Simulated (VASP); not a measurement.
# Ni3Ge (Cmmm) in VASP: single point with PBEsol

Aim: the single point of Ni3Ge with PBEsol.

All numbers are computed with VASP 6.6.1; they aren't measurements. Logs are shortened: lines on timing, memory, paths and dates and some standing lists are left out, and cuts for length are marked.

## 1. The cell of the first run

The structure is orthorhombic, space group Cmmm (No. 65). The conventional cell has a = 4.885 Å, b = 5.085 Å, c = 3.525 Å, α = 90.00°, β = 90.00°, γ = 90.00°. Within 3.2 Å of Ni (site symmetry 2/m) lie 8 Ni at 2.44 to 2.54 Å and 4 Ge at 2.49 Å. Within 3.2 Å of Ni (site symmetry mmm) lie 4 Ge at 2.44 to 2.54 Å and 8 Ni at 2.49 Å. Ge (site symmetry mmm) has 12 Ni at 2.44 to 2.54 Å within 3.2 Å.

## 2. Single point, PBEsol (strain -0.0400 x Voigt [0, 0, 0, 0, 0, 1])

File INCAR:

```
SYSTEM = Ni3Ge
PREC = Accurate
ENCUT = 520
EDIFF = 1E-7
ISMEAR = 0
SIGMA = 0.15
LREAL = .FALSE.
LASPH = .TRUE.
NELM = 80
ALGO = Fast
ISIF = 2
LWAVE = .FALSE.
LCHARG = .FALSE.
GGA = PS
NBANDS = 30
```

File KPOINTS:

```
Automatic mesh
0
G
  14 14 14
  0 0 0
```

File POSCAR:

```
Ni3Ge
1.0
    3.5249142772     -0.0704982855      0.0000000000
   -0.0704982855      3.5249142772      0.0000000000
    0.0000000000      0.0000000000      3.5249142772
Ni Ge
3 1
Direct
    0.5000000000      0.0000000000      0.5000000000
    0.0000000000      0.5000000000      0.5000000000
    0.5000000000      0.5000000000      0.0000000000
    0.0000000000      0.0000000000      0.0000000000
```

Potentials or basis: VASP PAW PBE potentials, release 64 (Ni, Ge_d).

Command:

```bash
$ cat potpaw_PBE.64/Ni/POTCAR potpaw_PBE.64/Ge_d/POTCAR > POTCAR
$ mpirun -np 1 vasp_std > vasp.out
```

OUTCAR:

```text
SYSTEM = Ni3Ge
   PREC = Accurate
   ENCUT = 520
   EDIFF = 1E-7
   ISMEAR = 0
   LREAL = .FALSE.
   LASPH = .TRUE.
   NELM = 80
   ISIF = 2
   GGA = PS

 ion  position               nearest neighbor table
   1  0.500  0.000  0.500-   2 2.44   2 2.44   4 2.49   3 2.49   4 2.49   3 2.49   3 2.49   4 2.49
                             4 2.49   3 2.49   2 2.54   2 2.54
   2  0.000  0.500  0.500-   1 2.44   1 2.44   4 2.49   3 2.49   4 2.49   4 2.49   4 2.49   3 2.49
                             3 2.49   3 2.49   1 2.54   1 2.54
   3  0.500  0.500  0.000-   4 2.44   4 2.44   1 2.49   1 2.49   2 2.49   1 2.49   1 2.49   2 2.49
                             2 2.49   2 2.49   4 2.54   4 2.54
   4  0.000  0.000  0.000-   3 2.44   3 2.44   1 2.49   1 2.49   2 2.49   2 2.49   2 2.49   1 2.49
                             1 2.49   2 2.49   3 2.54   3 2.54

  LATTYP: Found a base centered orthorhombic cell.
 ALAT       =     4.8852819455
 B/A-ratio  =     1.0408163265
 C/A-ratio  =     0.7215375318

  Lattice vectors:

 A1 = (   3.5249142772,  -0.0704982855,   0.0000000000)
 A2 = (  -0.0704982855,   3.5249142772,   0.0000000000)
 A3 = (   0.0000000000,   0.0000000000,   3.5249142772)

Analysis of symmetry for initial positions (statically):
=====================================================================
 Subroutine PRICEL returns:
 Original cell was already a primitive cell.

 Routine SETGRP: Setting up the symmetry group for a
 base centered orthorhombic supercell.

 Subroutine GETGRP returns: Found  8 space group operations
 (whereof  8 operations were pure point group operations)
 out of a pool of  8 trial point group operations.

The static configuration has the point symmetry D_2h.

Analysis of symmetry for dynamics (positions and initial velocities):
=====================================================================
 Subroutine PRICEL returns:
 Original cell was already a primitive cell.

 Routine SETGRP: Setting up the symmetry group for a
 base centered orthorhombic supercell.

 Subroutine GETGRP returns: Found  8 space group operations
 (whereof  8 operations were pure point group operations)
 out of a pool of  8 trial point group operations.

The dynamic configuration has the point symmetry D_2h.

 Subroutine INISYM returns: Found  8 space group operations
 (whereof  8 operations are pure point group operations),
 and found     1 'primitive' translations

----------------------------------------------------------------------------------------

                                     Primitive cell

  volume of cell :      43.7796

  direct lattice vectors                    reciprocal lattice vectors
     3.524914277 -0.070498285  0.000000000     0.283808366  0.005676167  0.000000000
    -0.070498285  3.524914277  0.000000000     0.005676167  0.283808366  0.000000000
     0.000000000  0.000000000  3.524914277     0.000000000  0.000000000  0.283694842

  length of vectors
     3.525619190  3.525619190  3.524914277     0.283865122  0.283865122  0.283694842

  position of ions in fractional coordinates (direct lattice)
     0.500000000  0.000000000  0.500000000
     0.000000000  0.500000000  0.500000000
     0.500000000  0.500000000  0.000000000
     0.000000000  0.000000000  0.000000000

  ion indices of the primitive-cell ions
   primitive index   ion index
                 1           1
                 2           2
                 3           3
                 4           4

----------------------------------------------------------------------------------------

 KPOINTS: Automatic mesh

Automatic generation of k-mesh.
 Grid dimensions read from file:
 generate k-points for:   14   14   14

 Generating k-lattice:

  Cartesian coordinates                     Fractional coordinates (reciprocal lattice)
     0.020272026  0.000405441  0.000000000     0.071428571 -0.000000000  0.000000000
     0.000405441  0.020272026  0.000000000    -0.000000000  0.071428571  0.000000000
     0.000000000  0.000000000  0.020263917     0.000000000  0.000000000  0.071428571

  Length of vectors
     0.020276080  0.020276080  0.020263917

  Shift w.r.t. Gamma in fractional coordinates (k-lattice)
     0.000000000  0.000000000  0.000000000

 Subroutine IBZKPT returns following result:
 ===========================================

 Found    456 irreducible k-points:

 Following reciprocal coordinates:
            Coordinates               Weight
  0.000000  0.000000  0.000000      1.000000
  0.071429  0.000000  0.000000      4.000000
  0.142857 -0.000000  0.000000      4.000000
  0.214286  0.000000  0.000000      4.000000
  0.285714  0.000000  0.000000      4.000000
  0.357143  0.000000  0.000000      4.000000
[... 16 lines left out ...]
  0.214286  0.142857  0.000000      4.000000
  0.285714  0.142857  0.000000      4.000000
 [... further k-points ...]
   k-points           NKPTS =    456   k-points in BZ     NKDIM =    456   number of bands    NBANDS=     30
   number of dos      NEDOS =    301   number of ions     NIONS =      4
   total plane-waves  NPLWV =  21952
   dimension x,y,z NGX =    28 NGY =   28 NGZ =   28
   dimension x,y,z NGXF=    56 NGYF=   56 NGZF=   56
   ions per type =               3   1
   NGX,Y,Z   is equivalent  to a cutoff of  13.20, 13.20, 13.21 a.u.
   NGXF,Y,Z  is equivalent  to a cutoff of  26.41, 26.41, 26.41 a.u.
 SYSTEM =  Ni3Ge
   PREC   = accura    normal or accurate (medium, high low for compatibility)
   ISTART =      0    job   : 0-new  1-cont  2-samecut
   ICHARG =      2    charge: 1-file 2-atom 10-const
   ISPIN  =      1    spin polarized calculation?
   LNONCOLLINEAR =      F non collinear calculations
   LSORBIT =      F    spin-orbit coupling
   LASPH  =      T    aspherical Exc in radial PAW
   ENCUT  =  520.0 eV  38.22 Ry    6.18 a.u.   6.56  6.56  6.55*2*pi/ulx,y,z
   NELM   =     80;   NELMIN=  2; NELMDL= -5     # of ELM steps
   EDIFF  = 0.1E-06   stopping-criterion for ELM
   LREAL  =      F    real-space projection
   EDIFFG = 0.1E-05   stopping-criterion for IOM
   NSW    =      0    number of steps for IOM
   IBRION =     -1    ionic relax: 0-MD 1-quasi-New 2-CG
   NFREE  =      0    steps in history (QN), initial steepest desc. (CG)
   ISIF   =      2    stress and relaxation
   ISYM   =      2    0-nonsym 1-usesym 2-fastsym
   POTIM  = 0.5000    time-step for ionic-motion
   TEBEG  =    0.0;   TEEND  =   0.0 temperature during run
   PSTRESS=    0.0 pullay stress
   NELECT =      44.0000    total number of electrons
   NUPDOWN=      -1.0000    fix difference up-down
   EMIN   =  10.00;   EMAX   =-10.00  energy-range for DOS
   EFERMI =   0.00;   METHOD = LEGACY
   ISMEAR =     0;   SIGMA  =   0.15  broadening in eV -4-tet -1-fermi 0-gaus
   EFERMI_NEDOS =   21; number of points for ismear=-14 and -15
   IALGO  =     68    algorithm
   IMIX   =      4    mixing-type and parameters
     AMIX     =   0.40;   BMIX     =  1.00
     AMIX_MAG =   1.60;   BMIX_MAG =  1.00
  volume/ion in A,a.u.               =      10.94        73.86
  Fermi-wavevector in a.u.,A,eV,Ry     =   1.639841  3.098850 36.587135  2.689079
  Thomas-Fermi vector in A             =   2.730579
   LORBIT       =      0    0 simple, 1 ext, 2 COOP (PROOUT), +10 PAW based schemes
   GGA     = PS    functional components
   LHFCALC =     F    Hartree Fock is set to
   AEXX    =    0.0000 exact exchange contribution
   IVDW    =     0    specifies the selected vdW correction
   LEPSILON=     F    determine dielectric tensor
   LRPA    =     F    only Hartree local field effects (RPA)
 non-spin polarized calculation
 RMM-DIIS sequential band-by-band and
 Gauss-broadening in eV      SIGMA  =   0.15
  energy-cutoff  :      520.00
  volume of cell :       43.78
 maximum number of plane-waves:      1200
 NGX is ok and might be reduce to    28
   NGX = 13   NGY = 13   NGZ = 13

 number of electron      43.9999963 magnetization

 Free energy of the ion-electron system (eV)
  ---------------------------------------------------
  ext. energy  EPLUGINS =         0.00000000
  ---------------------------------------------------
  free energy    TOTEN  =       -24.72422471 eV

  energy without entropy =      -24.70255007  energy(sigma->0) =      -24.71338739

 E-fermi :  10.2837     XC(G=0): -13.6791

 val. band max:       10.2797619626   @ k =   0.5000   0.5000   0.2857
 cond. band min:      10.2845001704   @ k =   0.4286   0.3571   0.4286
 fundamental gap:      0.0047382078
 Fermi energy:        10.2836774186

 k-point     1 :       0.0000    0.0000    0.0000
  band No.  band energies     occupation
      1     -14.3150      2.00000
      2     -14.3148      2.00000
      3     -14.3043      2.00000
      4     -14.3005      2.00000
      5     -14.2953      2.00000
      6      -2.3289      2.00000
[... 22 lines left out ...]
     29      20.8460      0.00000
     30      21.2418      0.00000

 k-point     2 :       0.0714    0.0000    0.0000
  band No.  band energies     occupation
      1     -14.3147      2.00000
      2     -14.3135      2.00000
      3     -14.3043      2.00000
      4     -14.3005      2.00000
      5     -14.2953      2.00000
      6      -2.2707      2.00000
[... 22 lines left out ...]
     29      20.7207      0.00000
     30      21.1074      0.00000

 k-point     3 :       0.1429   -0.0000    0.0000
  band No.  band energies     occupation
      1     -14.3140      2.00000
      2     -14.3097      2.00000
      3     -14.3042      2.00000
      4     -14.3006      2.00000
      5     -14.2952      2.00000
      6      -2.0978      2.00000
[... 22 lines left out ...]
     29      20.2393      0.00000
     30      20.6759      0.00000

 k-point     4 :       0.2143    0.0000    0.0000
  band No.  band energies     occupation
      1     -14.3131      2.00000
      2     -14.3042      2.00000
      3     -14.3042      2.00000
      4     -14.3006      2.00000
      5     -14.2950      2.00000
      6      -1.8174      2.00000
[... 22 lines left out ...]
     29      19.4692      0.00000
     30      20.3238      0.00000

 k-point     5 :       0.2857    0.0000    0.0000
  band No.  band energies     occupation
      1     -14.3121      2.00000
      2     -14.3042      2.00000
      3     -14.3006      2.00000
      4     -14.2981      2.00000
      5     -14.2949      2.00000
      6      -1.4451      2.00000
[... 22 lines left out ...]
     29      18.9094      0.00000
     30      21.5763      0.00000
[... 526 lines left out ...]
     29      20.6649      0.00000
     30      21.3069      0.00000

 k-point    22 :       0.1429    0.1429    0.0000
  band No.  band energies     occupation
      1     -14.3113      2.00000
      2     -14.3066      2.00000
      3     -14.3043      2.00000
      4     -14.3003      2.00000
      5     -14.2950      2.00000
      6      -1.8520      2.00000
[... 22 lines left out ...]
     29      20.0917      0.00000
     30      21.0149      0.00000

 k-point    23 :       0.2143    0.1429    0.0000
  band No.  band energies     occupation
      1     -14.3100      2.00000
      2     -14.3043      2.00000
      3     -14.3018      2.00000
      4     -14.3004      2.00000
      5     -14.2948      2.00000
      6      -1.5687      2.00000
[... 22 lines left out ...]
     29      19.5324      0.00000
     30      21.0916      0.00000

 k-point    24 :       0.2857    0.1429    0.0000
  band No.  band energies     occupation
      1     -14.3090      2.00000
      2     -14.3042      2.00000
      3     -14.3009      2.00000
      4     -14.2959      2.00000
      5     -14.2948      2.00000
      6      -1.1984      2.00000
[... 22 lines left out ...]
     29      19.5674      0.00000
     30      21.7682      0.00000

 [... further k-points ...]

------------------------ aborting loop because EDIFF is reached ----------------------------------------

  FORCE on cell =-STRESS in cart. coord.  units (eV):
  Direction    XX          YY          ZZ          XY          YZ          ZX
  --------------------------------------------------------------------------------------
  -------------------------------------------------------------------------------------
  Total        0.2330055      0.2330055      0.0484463      1.3336950      0.0000000      0.0000000
  in kB        8.5271699      8.5271699      1.7729616     48.8084683      0.0000000      0.0000000
  external PRESSURE =       6.2757671 kB  Pullay stress =       0.0000000 kB

 VOLUME and BASIS-vectors are now :
 -----------------------------------------------------------------------------
  energy-cutoff  :      520.00
  volume of cell :       43.78
      direct lattice vectors                 reciprocal lattice vectors
     3.524914277 -0.070498285  0.000000000     0.283808366  0.005676167  0.000000000
    -0.070498285  3.524914277  0.000000000     0.005676167  0.283808366  0.000000000
     0.000000000  0.000000000  3.524914277     0.000000000  0.000000000  0.283694842

 POSITION                                       TOTAL-FORCE (eV/Angst)
 -----------------------------------------------------------------------------------
      1.76246     -0.03525      1.76246        -0.000000      0.000000      0.000000
     -0.03525      1.76246      1.76246        -0.000000      0.000000      0.000000
      1.72721      1.72721      0.00000         0.000000      0.000000      0.000000
      0.00000      0.00000      0.00000        -0.000000      0.000000      0.000000
 -----------------------------------------------------------------------------------
    total drift:                                0.000000      0.000000      0.000000

  FREE ENERGIE OF THE ION-ELECTRON SYSTEM (eV)
  ---------------------------------------------------
  free  energy   TOTEN  =       -24.7242247070 eV

  energy  without entropy=      -24.7025500689  energy(sigma->0) =      -24.71338739
```

Run time: 5.8 min. Hardware: 1 thread of Intel Xeon 6975P-C (Granite Rapids), shared host; peak memory 0.57 GiB.

Results:

```
Free energy            : -24.7242 eV
Pressure               : 0.6 GPa
Band gap on the k mesh : zero (bands 22 and 23 overlap by 0.27 eV)
```

Levels at points of the mesh, in eV from the Fermi level:
| k point | band 20 | band 21 | band 22 | band 23 | band 24 | band 25 |
| --- | --- | --- | --- | --- | --- | --- |
| (0.00, 0.00, 0.00) | -0.60 | -0.32 | -0.01 | 0.02 | 0.02 | 4.00 |
| (0.50, 0.00, 0.00) | -1.17 | -0.56 | 0.01 | 3.60 | 3.63 | 4.56 |
| (0.50, 0.50, 0.00) | -1.15 | -0.96 | -0.94 | 0.48 | 0.77 | 5.72 |
| (0.00, 0.00, 0.50) | -1.16 | -0.55 | 0.01 | 3.47 | 3.78 | 4.72 |
| (0.50, 0.00, 0.50) | -1.13 | -0.96 | -0.96 | 0.62 | 0.62 | 5.70 |
| (0.50, 0.50, 0.50) | -1.18 | -0.53 | -0.29 | -0.22 | -0.16 | 0.70 |

Caveat: the cell differs from its parent crystal (strain -0.0400 x Voigt [0, 0, 0, 0, 0, 1]); the PAW data sets were made with another functional, which shifts forces and pressure a little.
